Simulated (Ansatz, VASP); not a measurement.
# KCl: VASP beside Ansatz

```
CELL_PARAMETERS angstrom
0.00000 2.81191 3.97604
2.81191 0.00000 3.97604
2.81191 2.81191 0.00000
ATOMIC_POSITIONS crystal
K 0.00000 0.00000 0.00000
Cl 0.50000 0.50000 0.50000
```

Alike in both runs: task single point; functional PBE; k mesh 8 × 8 × 8; occupations gaussian, width 0.05 eV; no spin polarisation.

|  | VASP | Ansatz |
| --- | --- | --- |
| version | VASP 6.6.1 | Ansatz 0.2.0 |
| potentials or method | VASP PAW PBE potentials, release 64 (K_sv, Cl), cutoff 520 eV | scalar-relativistic, plane waves, PAW |
| valence electrons in the cell | 16 | 16 |

```tsv
	VASP	Ansatz	Ansatz less VASP
gap on the k mesh at the Fermi level (eV)	4.73	4.74	+0.004
least direct gap on the mesh (eV)	4.73	4.74	+0.004
pressure (GPa)	6.0	5.9	-0.10
traceless stress, the component that is largest in VASP (GPa)	-7.17	-7.03	+0.140
```
